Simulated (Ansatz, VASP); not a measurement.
## Si in VASP and in Ansatz

INCAR

```
PREC = Accurate
ENCUT = 520
EDIFF = 1E-7
ISMEAR = -1
SIGMA = 0.1
LREAL = False
LASPH = True
NELM = 60
ALGO = Normal
ISIF = 2
LWAVE = False
LCHARG = False
GGA = CA
NBANDS = 8
```

File KPOINTS:

```
regular mesh
0
Gamma
  14 14 14
```

File POSCAR:

```
Si
1.0
   -1.6269149300      1.6269149300      1.3203298500
    1.6269149300     -1.6269149300      1.3203298500
    1.6269149300      1.6269149300     -1.3203298500
Si
1
Direct
    0.0000000000      0.0000000000      0.0000000000
```

Input for Ansatz:

```yaml
crystal:
  lattice:
    - [-1.62691493, 1.62691493, 1.32032985]
    - [1.62691493, -1.62691493, 1.32032985]
    - [1.62691493, 1.62691493, -1.32032985]
  atoms:
    - { symbol: Si, position: [0.0, 0.0, 0.0] }
kpoints:
  mp_grid:
    grid: [14, 14, 14]
hamiltonian:
  xc: lda
  pseudopotentials:
    kind: all_electron
    lapw: {}
scf:
  convergence:
    dr2_threshold: 1.0e-09
  occupations:
    method: fermi_dirac
    width: 0.1
output:
  forces: true
  stress: true
  eigenvalues: true
```

Alike in both runs: task single point; functional LDA; k mesh 14 × 14 × 14; occupations fermi-dirac, width 0.1 eV; no spin polarisation.

|  | VASP | Ansatz |
| --- | --- | --- |
| version | VASP 6.6.1 | Ansatz 0.2.0 |
| potentials or method | VASP PAW LDA potentials, release 64 (Si), cutoff 520 eV | all-electron (LAPW or listed datasets) |

|  | VASP | Ansatz | Ansatz less VASP |
| --- | --- | --- | --- |
| gap on the k mesh at the Fermi level (eV) | none | none | - |
| pressure (GPa) | -0.3 | -0.3 | -0.03 |
| traceless stress, the component that is largest in VASP (GPa) | -0.94 | -0.94 | -0.002 |

LDA's correlation is that of Perdew and Zunger in VASP and of Perdew and Wang (1992) in Ansatz. A gap of «none» marks a metal or a gap that the smearing closes. Ansatz ran all-electron here, and VASP with PAW potentials.
